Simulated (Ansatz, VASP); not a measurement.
## SnO in VASP and in Ansatz

File INCAR:

```
SYSTEM = SnO
  PREC = Accurate
  ENCUT = 520
  EDIFF = 1E-6
  ISMEAR = 0
  SIGMA = 0.05
  LREAL = .FALSE.
  LASPH = .TRUE.
  NELM = 100
  ALGO = Normal
  ISIF = 2
  LWAVE = .FALSE.
  LCHARG = .FALSE.
  LDIPOL = .TRUE.
  IDIPOL = 3
  DIPOL = 0.5 0.5 0.399
  GGA = PE
  IVDW = 12
  NBANDS = 50
```

The input KPOINTS:

```
regular mesh
0
G
  7 7 1
  0 0 0
```

POSCAR

```
SnO
1.0
    3.8201526697      0.0002954396      0.0000000000
   -0.0003145245      3.8201526682      0.0000000000
    0.0000000000      0.0000000000     22.2260755522
Sn O
4 4
Direct
    0.9999453086      0.9999453086      0.2024648926
    0.4999453086      0.4999453086      0.3087831570
    0.7499453086      0.8749453086      0.4887519504
    1.2499453086      1.3749453086      0.5950702148
    0.9999461247      0.4999461247      0.2556240248
    0.4999461247      0.9999461247      0.2556240248
    0.7499444925      1.3749444925      0.5419110826
    1.2499444925      0.8749444925      0.5419110826
```

Input for Ansatz:

```yaml
crystal:
  lattice:
    - [3.8201526697, 0.0002954396, 0.0]
    - [-0.0003145245, 3.8201526682, 0.0]
    - [0.0, 0.0, 22.2260755522]
  atoms:
    - { symbol: Sn, position: [0.9999453086, 0.9999453086, 0.2024648926] }
    - { symbol: O, position: [0.9999461247, 0.4999461247, 0.2556240248] }
    - { symbol: O, position: [0.4999461247, 0.9999461247, 0.2556240248] }
    - { symbol: Sn, position: [0.4999453086, 0.4999453086, 0.308783157] }
    - { symbol: Sn, position: [0.7499453086, 0.8749453086, 0.4887519504] }
    - { symbol: O, position: [0.7499444925, 1.3749444925, 0.5419110826] }
    - { symbol: O, position: [1.2499444925, 0.8749444925, 0.5419110826] }
    - { symbol: Sn, position: [1.2499453086, 1.3749453086, 0.5950702148] }
basis:
  ecutwfc: 420
kpoints:
  mp_grid: { grid: [7, 7, 1] }
hamiltonian:
  xc: pbe
  pseudopotentials: { kind: paw, azcp: { folder: soft_1 } }
  dispersion: d3bj
scf:
  occupations: { method: gaussian, width: 0.05 }
output:
  forces: true
  eigenvalues: true
efield:
  axis: 3
  dipole_correction: true
  ramp_width: 0.04
```

Alike in both runs: task single point; functional PBE; dispersion D3(BJ); k mesh 7 × 7 × 1; occupations gaussian, width 0.05 eV; no spin polarisation.

```csv
,VASP,Ansatz
version,VASP 6.6.1,Ansatz 0.2.0
potentials or method,"VASP PAW PBE potentials, release 64 (Sn_d, O), cutoff 520 eV","scalar-relativistic, plane waves, PAW"
valence electrons in the cell,80,80
```

|  | VASP | Ansatz | Ansatz less VASP |
| --- | --- | --- | --- |
| gap on the k mesh at the Fermi level (eV) | 2.51 | 2.52 | +0.009 |
| least direct gap on the mesh (eV) | 2.53 | 2.58 | +0.044 |
| rms of the force components (eV/Å) | 0.049 | 0.020 | -0.0290 |
